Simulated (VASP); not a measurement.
Set up this calculation in VASP 6.6.1, as the native input.

```yaml
Task: relaxation of cell and atoms
Functional: PBE
Potentials_or_basis: VASP PAW PBE potentials, release 64 (O)
Cutoff: 600 eV
k_mesh: 10 × 10 × 10
Occupations: methfessel-paxton, width 0.1112 eV
Spin: no spin polarisation
Dipole_correction: no
Further_INCAR_settings: ALGO = Normal; EDIFF = 1e-07; IBRION = 2; EDIFFG = -0.1; NSW = 60; ISIF = 3
```

The structure of O lies in POSCAR:

```
O
1.0
   -1.2269760000      1.2269760000      1.2269760000
    1.2269760000     -1.2269760000      1.2269760000
    1.2269760000      1.2269760000     -1.2269760000
O
1
Direct
    0.0000000000      0.0000000000      0.0000000000
```

One way to write it, as run:

INCAR

```
SYSTEM = O
  ALGO = Normal
  EDIFF = 1E-7
  EDIFFG = -0.1
  ENCUT = 600
  GGA = PE
  IBRION = 2
  ISIF = 3
  ISMEAR = 1
  LASPH = .True.
  LCHARG = .False.
  LREAL = .False.
  LWAVE = .False.
  NELM = 60
  NSW = 60
  PREC = Accurate
  SIGMA = 0.1112
```

KPOINTS

```
k-points
0
Gamma
  10 10 10
  0 0 0
```

Potentials or basis: VASP PAW PBE potentials, release 64 (O).

The run is started by

```sh
$ cat potpaw_PBE.64/O/POTCAR > POTCAR
$ mpirun -np 1 vasp_std > vasp.out
```

It gave:

```json
{"Relaxed volume": "7.90 Å³/atom", "Relaxed cell": "a = 2.173 Å, b = 2.173 Å, c = 2.173 Å, α = 109.47°, β = 109.47°, γ = 109.47°", "Space group after relaxing (to 0.05 Å)": "Im-3m (No. 229)", "Energy gained by relaxing": "13.5 meV/atom", "Ionic steps": "2", "Pressure after relaxing": "-0.9 GPa", "Band gap on the k mesh": "zero (band 3 reaches 3.93 eV, above the bottom of band 4 at -0.82 eV)"}
```

Caveat: the k points lie up to 0.35 Å⁻¹ apart in the final cell.

Wall time 11 s on 1 thread of Intel Xeon 8259CL (shared host), peak memory 0.11 GiB.
